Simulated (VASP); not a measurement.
Here is a VASP 6.6.1 calculation.

Contents of POSCAR:

```
Rh
1.0
    2.7737642509      0.0000000000      0.0000000000
   -1.3868821254      2.4021503054      0.0000000000
    0.0000000000      0.0000000000      4.4700974530
Rh
2
Direct
    0.3333333333      0.6666666667      0.2500000000
    0.6666666667      0.3333333333      0.7500000000
```

The input INCAR.step1:

```
SYSTEM = Rh
PREC = Accurate
ENCUT = 520
ISMEAR = -1
SIGMA = 0.1
LREAL = .False.
LASPH = .True.
NELM = 80
NBANDS = 22
GGA = PE
ALGO = Normal
EDIFF = 1E-4
LWAVE = .True.
LCHARG = .False.
```

Contents of INCAR.step2:

```
SYSTEM = Rh
PREC = Accurate
ENCUT = 520
EDIFF = 1E-7
ISMEAR = -1
SIGMA = 0.1
LREAL = .False.
LASPH = .True.
NELM = 80
ALGO = Normal
ISIF = 2
LWAVE = .False.
LCHARG = .False.
METAGGA = R2SCAN
LMIXTAU = .True.
NBANDS = 22
ISTART = 1
```

KPOINTS

```
regular mesh
0
Gamma
  15 15 8
  0 0 0
```

Potentials or basis: VASP PAW PBE potentials, release 64 (Rh_pv).

Launch:

```console
$ cat potpaw_PBE.64/Rh_pv/POTCAR > POTCAR
$ cp INCAR.step1 INCAR
$ mpirun -np 1 vasp_std > vasp.out
$ cp INCAR.step2 INCAR
$ mpirun -np 1 vasp_std > vasp.out
```

**Question.** Predict the band gap on the k mesh.

**Answer.** Zero (bands 15 and 16 overlap by 2.11 eV).

**Question.** Predict the pressure.

**Answer.** -16.6 GPa.

Stress tensor (GPa, compression positive):
```
-16.38   0.00   0.00
  0.00 -16.38   0.00
  0.00   0.00 -17.17
```

Caveat: the cell stands under tension; the PAW data sets were made with another functional, which shifts forces and pressure a little.
